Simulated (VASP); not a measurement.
# Ti (I4/mmm) in VASP: notebook

Runs on Ti. Level: LDA. Tasks: single point.

Everything below comes from runs of VASP 6.6.1. Logs are shortened: lines on timing, memory, paths and dates and some standing lists are left out, and cuts for length are marked.

### 1 The cell of the first run

Symmetry: I4/mmm, No. 139, tetragonal system. The conventional cell has a = 3.331 Å, b = 3.331 Å, c = 3.282 Å, α = 90.00°, β = 90.00°, γ = 90.00°. Within 3.8 Å of Ti (site symmetry 4/mmm) lie 14 Ti at 2.87 to 3.33 Å.

### 2 Single point, LDA (strain +0.0150 x Voigt [1, 1, 0, 0, 0, 0])

The input, INCAR:

```
PREC = Accurate
ENCUT = 520
EDIFF = 1E-6
ISMEAR = 0
SIGMA = 0.15
LREAL = False
LASPH = True
NELM = 60
ALGO = Fast
ISIF = 2
LWAVE = False
LCHARG = False
GGA = CA
NBANDS = 12
```

The input, KPOINTS:

```
regular mesh
0
Gamma
  20 20 20
```

The input, POSCAR:

```
Ti
1.0
   -1.6656150000      1.6656150000      1.6410000000
    1.6656150000     -1.6656150000      1.6410000000
    1.6656150000      1.6656150000     -1.6410000000
Ti
1
Direct
    0.0000000000      0.0000000000      0.0000000000
```

Potentials or basis: VASP PAW LDA potentials, release 64 (Ti_sv).

The run is started by

```bash
> cat potpaw_LDA.64/Ti_sv/POTCAR > POTCAR
> mpirun -np 1 vasp_std > vasp.out
```

OUTCAR:

```text
PREC = Accurate
   ENCUT = 520
   EDIFF = 1E-6
   ISMEAR = 0
   LREAL = False
   LASPH = True
   NELM = 60
   ISIF = 2
   GGA = CA

 ion  position               nearest neighbor table
   1  0.000  0.000  0.000-

  LATTYP: Found a body centered tetragonal cell.
 ALAT       =     3.3312300000
 C/A-ratio  =     0.9852216749

  Lattice vectors:

 A1 = (  -1.6656150000,   1.6656150000,   1.6410000000)
 A2 = (   1.6656150000,  -1.6656150000,   1.6410000000)
 A3 = (   1.6656150000,   1.6656150000,  -1.6410000000)

Analysis of symmetry for initial positions (statically):
=====================================================================
 Subroutine PRICEL returns:
 Original cell was already a primitive cell.

 Routine SETGRP: Setting up the symmetry group for a
 body centered tetragonal supercell.

 Subroutine GETGRP returns: Found 16 space group operations
 (whereof 16 operations were pure point group operations)
 out of a pool of 16 trial point group operations.

The static configuration has the point symmetry D_4h.

Analysis of symmetry for dynamics (positions and initial velocities):
=====================================================================
 Subroutine PRICEL returns:
 Original cell was already a primitive cell.

 Routine SETGRP: Setting up the symmetry group for a
 body centered tetragonal supercell.

 Subroutine GETGRP returns: Found 16 space group operations
 (whereof 16 operations were pure point group operations)
 out of a pool of 16 trial point group operations.

The dynamic configuration has the point symmetry D_4h.

 Subroutine INISYM returns: Found 16 space group operations
 (whereof 16 operations are pure point group operations),
 and found     1 'primitive' translations

----------------------------------------------------------------------------------------

                                     Primitive cell

  volume of cell :      18.2103

  direct lattice vectors                    reciprocal lattice vectors
    -1.665615000  1.665615000  1.641000000     0.000000000  0.300189420  0.304692261
     1.665615000 -1.665615000  1.641000000     0.300189420  0.000000000  0.304692261
     1.665615000  1.665615000 -1.641000000     0.300189420  0.300189420  0.000000000

  length of vectors
     2.870788682  2.870788682  2.870788682     0.427727789  0.427727789  0.424531948

  position of ions in fractional coordinates (direct lattice)
     0.000000000  0.000000000  0.000000000

  ion indices of the primitive-cell ions
   primitive index   ion index
                 1           1

----------------------------------------------------------------------------------------

 KPOINTS: regular mesh

Automatic generation of k-mesh.
 Grid dimensions read from file:
 generate k-points for:   20   20   20

 Generating k-lattice:

  Cartesian coordinates                     Fractional coordinates (reciprocal lattice)
     0.000000000  0.015009471  0.015234613     0.050000000  0.000000000  0.000000000
     0.015009471  0.000000000  0.015234613     0.000000000  0.050000000  0.000000000
     0.015009471  0.015009471  0.000000000     0.000000000  0.000000000  0.050000000

  Length of vectors
     0.021386389  0.021386389  0.021226597

  Shift w.r.t. Gamma in fractional coordinates (k-lattice)
     0.000000000  0.000000000  0.000000000

 Subroutine IBZKPT returns following result:
 ===========================================

 Found    641 irreducible k-points:

 Following reciprocal coordinates:
            Coordinates               Weight
  0.000000  0.000000  0.000000      1.000000
  0.050000 -0.000000  0.000000      8.000000
  0.100000 -0.000000  0.000000      8.000000
  0.150000 -0.000000  0.000000      8.000000
  0.200000 -0.000000  0.000000      8.000000
  0.250000  0.000000  0.000000      8.000000
[... 16 lines left out ...]
 -0.400000  0.050000  0.000000     16.000000
 -0.350000  0.050000 -0.000000     16.000000
 [... further k-points ...]
   k-points           NKPTS =    641   k-points in BZ     NKDIM =    641   number of bands    NBANDS=     12
   number of dos      NEDOS =    301   number of ions     NIONS =      1
   total plane-waves  NPLWV =  13824
   dimension x,y,z NGX =    24 NGY =   24 NGZ =   24
   dimension x,y,z NGXF=    48 NGYF=   48 NGZF=   48
   ions per type =               1
   NGX,Y,Z   is equivalent  to a cutoff of  13.90, 13.90, 13.90 a.u.
   NGXF,Y,Z  is equivalent  to a cutoff of  27.80, 27.80, 27.80 a.u.
 SYSTEM =  unknown system
   PREC   = accura    normal or accurate (medium, high low for compatibility)
   ISTART =      0    job   : 0-new  1-cont  2-samecut
   ICHARG =      2    charge: 1-file 2-atom 10-const
   ISPIN  =      1    spin polarized calculation?
   LNONCOLLINEAR =      F non collinear calculations
   LSORBIT =      F    spin-orbit coupling
   LASPH  =      T    aspherical Exc in radial PAW
   ENCUT  =  520.0 eV  38.22 Ry    6.18 a.u.   5.34  5.34  5.34*2*pi/ulx,y,z
   NELM   =     60;   NELMIN=  2; NELMDL= -5     # of ELM steps
   EDIFF  = 0.1E-05   stopping-criterion for ELM
   LREAL  =      F    real-space projection
   EDIFFG = 0.1E-04   stopping-criterion for IOM
   NSW    =      0    number of steps for IOM
   IBRION =     -1    ionic relax: 0-MD 1-quasi-New 2-CG
   NFREE  =      0    steps in history (QN), initial steepest desc. (CG)
   ISIF   =      2    stress and relaxation
   ISYM   =      2    0-nonsym 1-usesym 2-fastsym
   POTIM  = 0.5000    time-step for ionic-motion
   TEBEG  =    0.0;   TEEND  =   0.0 temperature during run
   PSTRESS=    0.0 pullay stress
   NELECT =      12.0000    total number of electrons
   NUPDOWN=      -1.0000    fix difference up-down
   EMIN   =  10.00;   EMAX   =-10.00  energy-range for DOS
   EFERMI =   0.00;   METHOD = LEGACY
   ISMEAR =     0;   SIGMA  =   0.15  broadening in eV -4-tet -1-fermi 0-gaus
   EFERMI_NEDOS =   21; number of points for ismear=-14 and -15
   IALGO  =     68    algorithm
   IMIX   =      4    mixing-type and parameters
     AMIX     =   0.40;   BMIX     =  1.00
     AMIX_MAG =   1.60;   BMIX_MAG =  1.00
  volume/ion in A,a.u.               =      18.21       122.89
  Fermi-wavevector in a.u.,A,eV,Ry     =   1.424610  2.692122 27.613208  2.029514
  Thomas-Fermi vector in A             =   2.545083
   LORBIT       =      0    0 simple, 1 ext, 2 COOP (PROOUT), +10 PAW based schemes
   GGA     = CA    functional components
   LHFCALC =     F    Hartree Fock is set to
   AEXX    =    0.0000 exact exchange contribution
   IVDW    =     0    specifies the selected vdW correction
   LEPSILON=     F    determine dielectric tensor
   LRPA    =     F    only Hartree local field effects (RPA)
 non-spin polarized calculation
 RMM-DIIS sequential band-by-band and
 Gauss-broadening in eV      SIGMA  =   0.15
  energy-cutoff  :      520.00
  volume of cell :       18.21
 maximum number of plane-waves:       507
 NGX is ok and might be reduce to    24
   NGX = 11   NGY = 11   NGZ = 11

 number of electron      12.0000003 magnetization

 Free energy of the ion-electron system (eV)
  ---------------------------------------------------
  ext. energy  EPLUGINS =         0.00000000
  ---------------------------------------------------
  free energy    TOTEN  =        -8.36642962 eV

  energy without entropy =       -8.33832496  energy(sigma->0) =       -8.35237729

 E-fermi :   7.3623     XC(G=0): -11.5556

 val. band max:        7.3619190424   @ k =  -0.1000  -0.3000   0.0500
 cond. band min:       7.3624653395   @ k =  -0.3500   0.3000  -0.0000
 fundamental gap:      0.0005462971
 Fermi energy:         7.3622665407

 k-point     1 :       0.0000    0.0000    0.0000
  band No.  band energies     occupation
      1     -48.5585      2.00000
      2     -24.8382      2.00000
      3     -24.8370      2.00000
      4     -24.8370      2.00000
      5       1.5922      2.00000
      6       8.2036      0.00000
      7       8.3027      0.00000
      8       8.3027      0.00000
      9       9.8827      0.00000
     10       9.9983      0.00000
     11      24.4405      0.00000
     12      24.4406      0.00000

 k-point     2 :       0.0500   -0.0000    0.0000
  band No.  band energies     occupation
      1     -48.5557      2.00000
      2     -24.8528      2.00000
      3     -24.8418      2.00000
      4     -24.8377      2.00000
      5       1.6749      2.00000
      6       8.1960      0.00000
      7       8.2930      0.00000
      8       8.3322      0.00000
      9       9.8717      0.00000
     10       9.9694      0.00000
     11      24.3568      0.00000
     12      24.5140      0.00000

 k-point     3 :       0.1000   -0.0000    0.0000
  band No.  band energies     occupation
      1     -48.5476      2.00000
      2     -24.8966      2.00000
      3     -24.8556      2.00000
      4     -24.8381      2.00000
      5       1.9189      2.00000
      6       8.1044      0.00000
      7       8.2527      0.00000
      8       8.4924      0.00000
      9       9.8059      0.00000
     10       9.9409      0.00000
     11      23.9541      0.00000
     12      24.4651      0.00000
[... 286 lines left out ...]
 k-point    23 :      -0.4000    0.0500    0.0000
  band No.  band energies     occupation
      1     -48.4594      2.00000
      2     -25.3462      2.00000
      3     -25.0042      2.00000
      4     -24.8480      2.00000
      5       4.7592      2.00000
      6       7.1126      1.98142
      7       7.7701      0.00012
      8       9.8795      0.00000
      9      10.1993      0.00000
     10      10.8599      0.00000
     11      17.3936      0.00000
     12      21.0468      0.00000

 k-point    24 :      -0.3500    0.0500   -0.0000
  band No.  band energies     occupation
      1     -48.4740      2.00000
      2     -25.2747      2.00000
      3     -24.9791      2.00000
      4     -24.8471      2.00000
      5       4.3364      2.00000
      6       7.2624      1.65350
      7       7.6322      0.01093
      8       9.7882      0.00000
      9      10.1360      0.00000
     10      10.3969      0.00000
     11      18.6799      0.00000
     12      21.6039      0.00000

 [... further k-points ...]
[... 5 lines left out ...]
  --------------------------------------------------------------------------------------
  -------------------------------------------------------------------------------------
  Total       -1.4713794     -1.4713794     -1.5149890      0.0000000      0.0000000     -0.0000000
  in kB     -129.4545871   -129.4545871   -133.2914316      0.0000000      0.0000000     -0.0000000
  external PRESSURE =    -130.7335353 kB  Pullay stress =       0.0000000 kB

 VOLUME and BASIS-vectors are now :
 -----------------------------------------------------------------------------
  energy-cutoff  :      520.00
  volume of cell :       18.21
      direct lattice vectors                 reciprocal lattice vectors
    -1.665615000  1.665615000  1.641000000     0.000000000  0.300189420  0.304692261
     1.665615000 -1.665615000  1.641000000     0.300189420  0.000000000  0.304692261
     1.665615000  1.665615000 -1.641000000     0.300189420  0.300189420  0.000000000

 POSITION                                       TOTAL-FORCE (eV/Angst)
 -----------------------------------------------------------------------------------
      0.00000      0.00000      0.00000         0.000000      0.000000      0.000000
 -----------------------------------------------------------------------------------
    total drift:                                0.000000      0.000000      0.000000

  FREE ENERGIE OF THE ION-ELECTRON SYSTEM (eV)
  ---------------------------------------------------
  free  energy   TOTEN  =        -8.3664296189 eV

  energy  without entropy=       -8.3383249574  energy(sigma->0) =       -8.35237729
```

Wall time 3.1 min (1 thread of Intel Xeon Platinum 8259CL at 2.50GHz (Skylake/Cascade Lake), shared host); peak memory 0.24 GiB.

Results:

```
Free energy            : -8.3664 eV
Pressure               : -13.1 GPa
Band gap on the k mesh : zero (band 6 reaches 8.27 eV, above the bottom of band 7 at 6.74 eV)
```

Stress tensor (GPa, compression positive):
```
-12.95   0.00   0.00
  0.00 -12.95   0.00
  0.00   0.00 -13.33
```

Caveat: the cell differs from its parent crystal (strain +0.0150 x Voigt [1, 1, 0, 0, 0, 0]).

### 3 Single point, LDA (strain +0.0300 x Voigt [1, 1, 0, 0, 0, 0])

The input, INCAR:

```
SYSTEM = Ti
PREC = Accurate ; ENCUT = 520
EDIFF = 1E-6 ; ISMEAR = 0
SIGMA = 0.15 ; LREAL = .False.
LASPH = .True. ; NELM = 100
ALGO = Fast ; ISIF = 2
LWAVE = .False. ; LCHARG = .False.
NBANDS = 12
```

The input, KPOINTS:

```
Automatic mesh
0
Gamma
  20 20 20
  0 0 0
```

The input, POSCAR:

```
Ti
1.0
   -1.6902300000      1.6902300000      1.6410000000
    1.6902300000     -1.6902300000      1.6410000000
    1.6902300000      1.6902300000     -1.6410000000
Ti
1
Direct
    0.0000000000      0.0000000000      0.0000000000
```

Potentials or basis: VASP PAW LDA potentials, release 64 (Ti_sv).

The run is started by

```bash
> cat potpaw_LDA.64/Ti_sv/POTCAR > POTCAR
> mpirun -np 1 vasp_std > vasp.out
```

Run time: 3 min. Hardware: 1 thread of Intel Xeon Platinum 8259CL at 2.50GHz (Skylake/Cascade Lake), shared host; peak memory 0.24 GiB.

It converged, with:

| Quantity | Value |
| --- | --- |
| Free energy | -8.3195 eV |
| Pressure | -15.1 GPa |
| Band gap on the k mesh | zero (band 6 reaches 7.94 eV, above the bottom of band 7 at 6.48 eV) |

Stress tensor (GPa, compression positive):
```
-14.81   0.00   0.00
  0.00 -14.81   0.00
  0.00   0.00 -15.64
```

Levels at points of the mesh, in eV from the Fermi level:
| k point | band 4 | band 5 | band 6 | band 7 | band 8 | band 9 |
| --- | --- | --- | --- | --- | --- | --- |
| (0.00, 0.00, 0.00) | -32.29 | -5.71 | 0.75 | 0.94 | 0.94 | 2.37 |
| (0.50, 0.00, 0.00) | -32.30 | -2.27 | -0.44 | 1.10 | 2.49 | 2.84 |
| (0.50, 0.50, 0.00) | -32.28 | -2.28 | -0.21 | 0.91 | 2.31 | 2.71 |
| (0.50, 0.50, 0.50) | -32.65 | -1.90 | -1.83 | 3.52 | 3.52 | 3.58 |

Caveat: the cell differs from its parent crystal (strain +0.0300 x Voigt [1, 1, 0, 0, 0, 0]).

### 4 Single point, LDA (strain +0.0450 x Voigt [1, 1, 0, 0, 0, 0])

The input, INCAR:

```
SYSTEM = Ti
ALGO = Fast
EDIFF = 1E-6
ENCUT = 520
GGA = CA
ISIF = 2
ISMEAR = 0
LASPH = .TRUE.
LCHARG = .TRUE.
LELF = .TRUE.
LREAL = .FALSE.
LVHAR = .TRUE.
LWAVE = .FALSE.
NBANDS = 12
NELM = 80
PREC = Accurate
SIGMA = 0.15
```

The input, KPOINTS:

```
k-points
0
G
  20 20 20
  0 0 0
```

The input, POSCAR:

```
Ti
1.0
   -1.7148450000      1.7148450000      1.6410000000
    1.7148450000     -1.7148450000      1.6410000000
    1.7148450000      1.7148450000     -1.6410000000
Ti
1
Direct
    0.0000000000      0.0000000000      0.0000000000
```

Potentials or basis: VASP PAW LDA potentials, release 64 (Ti_sv).

The run is started by

```bash
> cat potpaw_LDA.64/Ti_sv/POTCAR > POTCAR
> mpirun -np 1 vasp_std > vasp.out
```

OUTCAR:

```text
SYSTEM = Ti
   EDIFF = 1E-6
   ENCUT = 520
   GGA = CA
   ISIF = 2
   ISMEAR = 0
   LASPH = .TRUE.
   LREAL = .FALSE.
   NELM = 80
   PREC = Accurate

 ion  position               nearest neighbor table
   1  0.000  0.000  0.000-

  LATTYP: Found a body centered tetragonal cell.
 ALAT       =     3.4296900000
 C/A-ratio  =     0.9569377990

  Lattice vectors:

 A1 = (  -1.7148450000,   1.7148450000,   1.6410000000)
[... 532 lines left out ...]
      2     -25.9358      2.00000
      3     -25.6954      2.00000
      4     -25.5877      2.00000
      5       3.8354      2.00000
      6       6.6647      1.79895
      7       7.0634      0.01313
      8       9.1151      0.00000
      9       9.3545      0.00000
     10       9.6110      0.00000
     11      17.6132      0.00000
     12      20.4809      0.00000

 [... further k-points ...]
[... 5 lines left out ...]
  --------------------------------------------------------------------------------------
  -------------------------------------------------------------------------------------
  Total       -1.9655213     -1.9655213     -2.1233043      0.0000000      0.0000000      0.0000000
  in kB     -163.1435921   -163.1435921   -176.2400118      0.0000000      0.0000000      0.0000000
  external PRESSURE =    -167.5090653 kB  Pullay stress =       0.0000000 kB

 VOLUME and BASIS-vectors are now :
 -----------------------------------------------------------------------------
  energy-cutoff  :      520.00
  volume of cell :       19.30
      direct lattice vectors                 reciprocal lattice vectors
    -1.714845000  1.714845000  1.641000000     0.000000000  0.291571541  0.304692261
     1.714845000 -1.714845000  1.641000000     0.291571541  0.000000000  0.304692261
     1.714845000  1.714845000 -1.641000000     0.291571541  0.291571541  0.000000000

 POSITION                                       TOTAL-FORCE (eV/Angst)
 -----------------------------------------------------------------------------------
      0.00000      0.00000      0.00000        -0.000000      0.000000      0.000000
 -----------------------------------------------------------------------------------
    total drift:                                0.000000      0.000000      0.000000

  FREE ENERGIE OF THE ION-ELECTRON SYSTEM (eV)
  ---------------------------------------------------
  free  energy   TOTEN  =        -8.2662664977 eV

  energy  without entropy=       -8.2356839256  energy(sigma->0) =       -8.25097521
```

OSZICAR:

```text
N       E                     dE             d eps       ncg     rms          rms(c)
DAV:   1     0.856450433822E+02    0.85645E+02   -0.65429E+03 15424   0.117E+03
DAV:   2    -0.510521902392E+01   -0.90750E+02   -0.88502E+02 15700   0.293E+02
DAV:   3    -0.943333911400E+01   -0.43281E+01   -0.42754E+01 21824   0.644E+01
[... 12 lines left out ...]
RMM:  16    -0.826625967289E+01   -0.58047E-05   -0.54233E-05 20393   0.420E-02    0.328E-03
RMM:  17    -0.826626276011E+01   -0.30872E-05   -0.27566E-05 17609   0.257E-02    0.135E-03
RMM:  18    -0.826626469444E+01   -0.19343E-05   -0.17762E-05 15658   0.173E-02    0.204E-03
RMM:  19    -0.826626583583E+01   -0.11414E-05   -0.10402E-05 14207   0.121E-02    0.195E-03
RMM:  20    -0.826626649766E+01   -0.66183E-06   -0.59934E-06 14002   0.110E-02
   1 F= -.82662665E+01 E0= -.82509752E+01  d E =-.305826E-01
```

It took 3 min on 1 thread of Intel Xeon Platinum 8259CL at 2.50GHz (Skylake/Cascade Lake), shared host; peak memory 0.25 GiB.

Results:

```
Free energy            : -8.2663 eV
Pressure               : -16.8 GPa
Band gap on the k mesh : zero (band 6 reaches 7.65 eV, above the bottom of band 7 at 6.23 eV)
```

Stress tensor (GPa, compression positive):
```
-16.31   0.00   0.00
  0.00 -16.31   0.00
  0.00   0.00 -17.62
```

Caveat: the cell differs from its parent crystal (strain +0.0450 x Voigt [1, 1, 0, 0, 0, 0]).

### 5 The runs side by side

| cell | gap on the mesh (eV) | pressure (GPa) |
| --- | --- | --- |
| a = 2.871 Å, angles 109.1, 109.1, 110.3°, 1 atom | none | -13.1 |
| a = 2.899 Å, angles 108.7, 108.7, 111.1°, 1 atom | none | -15.1 |
| a = 2.928 Å, angles 108.3, 108.3, 111.8°, 1 atom | none | -16.8 |

Alike in all rows: task single point; level LDA; potentials or basis VASP PAW LDA potentials, release 64 (Ti_sv); no spin polarisation; k mesh 20 × 20 × 20; cutoff (eV) 520; smearing gaussian 0.15 eV.

Total energies depend on the potentials used, so only differences within one code and one set of settings carry meaning.
